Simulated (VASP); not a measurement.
Here is a VASP 6.6.1 calculation.

Contents of INCAR:

```
SYSTEM = Al2O3
ALGO = Normal
EDIFF = 1E-6
ENCUT = 520
GGA = PE
ISIF = 2
ISMEAR = 0
LASPH = .TRUE.
LCHARG = .FALSE.
LREAL = .FALSE.
LWAVE = .FALSE.
NBANDS = 35
NELM = 60
PREC = Accurate
SIGMA = 0.05
```

File KPOINTS:

```
k-points
0
G
  6 6 6
  0 0 0
```

POSCAR

```
Al2O3
1.0
    2.4600251504      1.4202961828      4.1771227054
   -2.4600251504      1.4202961828      4.1771227054
    0.0000000000     -2.8405923656      4.1771227054
Al O
4 6
Direct
    0.8521293568      0.8521293568      0.8521293568
    0.6478706432      0.6478706432      0.6478706432
    0.1478706432      0.1478706432      0.1478706432
    0.3521293568      0.3521293568      0.3521293568
    0.0561574040      0.4438425960      0.7500000000
    0.7500000000      0.0561574040      0.4438425960
    0.4438425960      0.7500000000      0.0561574040
    0.9438425960      0.5561574040      0.2500000000
    0.2500000000      0.9438425960      0.5561574040
    0.5561574040      0.2500000000      0.9438425960
```

Potentials or basis: VASP PAW PBE potentials, release 64 (Al, O).

Launch:

```sh
$ cat potpaw_PBE.64/Al/POTCAR potpaw_PBE.64/O/POTCAR > POTCAR
$ mpirun -np 1 vasp_std > vasp.out
```

Problem. What does it give for the pressure?

Solution. -0.5 GPa.

Problem. Predict the band gap on the k mesh.

Solution. 5.27 eV.

Problem. Estimate the largest force.

Solution. 0.544 eV/Å.

Forces in eV/Å, atoms in the order of the input:
```
Al   0.000  0.000  0.544
Al   0.000  0.000 -0.544
Al   0.000  0.000 -0.544
Al   0.000  0.000  0.544
O   -0.133  0.000  0.000
O    0.067 -0.116  0.000
O    0.067  0.116  0.000
O    0.133  0.000  0.000
O   -0.067  0.116  0.000
O   -0.067 -0.116  0.000
```

Caveat: the stress differs along the axes, from -9 to 17 GPa. A k mesh can miss the band edges.
